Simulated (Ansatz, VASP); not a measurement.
**One calculation of TaN, two programs**

INCAR

```
SYSTEM = TaN
PREC     = Accurate       ! precision mode
ENCUT    = 520            ! plane-wave cutoff, eV
EDIFF    = 1E-6           ! SCF threshold, eV
ISMEAR   = 0              ! smearing method
SIGMA    = 0.15           ! smearing width, eV
LREAL    = .False.        ! projectors in reciprocal space
LASPH    = .True.         ! aspherical terms in the spheres
NELM     = 100            ! most SCF steps
ALGO     = Normal         ! electronic algorithm
ISIF     = 2              ! what is computed and relaxed
LWAVE    = .False.        ! write WAVECAR
LCHARG   = .False.        ! write CHGCAR
NBANDS   = 15             ! bands
```

The input KPOINTS:

```
Automatic mesh
0
Gamma
  18 18 18
  0 0 0
```

The input POSCAR:

```
TaN
1.0
    0.0000000000      2.1742693740      2.1742693740
    2.1742693740      0.0000000000      2.1742693740
    2.1742693740      2.1742693740      0.0000000000
Ta N
1 1
Direct
    0.4982554864      0.5034890272      0.5017445136
    0.0225363060     -0.0450726121     -0.0225363060
```

Input for Ansatz:

```yaml
crystal:
  lattice:
    - [0.0, 2.174269374, 2.174269374]
    - [2.174269374, 0.0, 2.174269374]
    - [2.174269374, 2.174269374, 0.0]
  atoms:
    - { symbol: Ta, position: [0.4982554864, 0.5034890272, 0.5017445136] }
    - { symbol: "N", position: [0.022536306, -0.0450726121, -0.022536306] }
basis:
  ecutwfc: 520.0
kpoints:
  mp_grid: { grid: [18, 18, 18] }
hamiltonian:
  xc: lda
scf:
  occupations: { method: gaussian, width: 0.15 }
output:
  forces: true
  stress: true
  eigenvalues: true
```

Change from the starting cell: mode 4 frozen in at -0.147 Å and mode 6 at -0.049 Å (largest displacements).

Alike in both runs: task single point; functional LDA; k mesh 18 × 18 × 18; occupations gaussian, width 0.15 eV; no spin polarisation.

|  | VASP | Ansatz |
| --- | --- | --- |
| version | VASP 6.6.1 | Ansatz 0.2.0 |
| potentials or method | VASP PAW LDA potentials, release 64 (Ta_pv, N), cutoff 520 eV | scalar-relativistic, plane waves, PAW |
| valence electrons in the cell | 16 | 18 |

VASP gave:

```
gap on the k mesh at the Fermi level (eV)                     : none
pressure (GPa)                                                : 7.3
traceless stress, the component that is largest in VASP (GPa) : 8.86
rms of the force components (eV/Å)                            : 1.020
```

**Question.** Which values does Ansatz return?

**Answer.** gap on the k mesh at the Fermi level (eV): none; pressure (GPa): 5.1; traceless stress, the component that is largest in VASP (GPa): 8.67; rms of the force components (eV/Å): 0.998.

LDA's correlation is that of Perdew and Zunger in VASP and of Perdew and Wang (1992) in Ansatz. Atom by atom the forces differ by 0.022 eV/Å (rms over components). A gap of «none» marks a metal or a gap that the smearing closes. VASP's potentials hold 16 valence electrons a cell and Ansatz's 18, so a difference there can come from the potentials and not from the codes.

Spin-orbit coupling is off throughout.
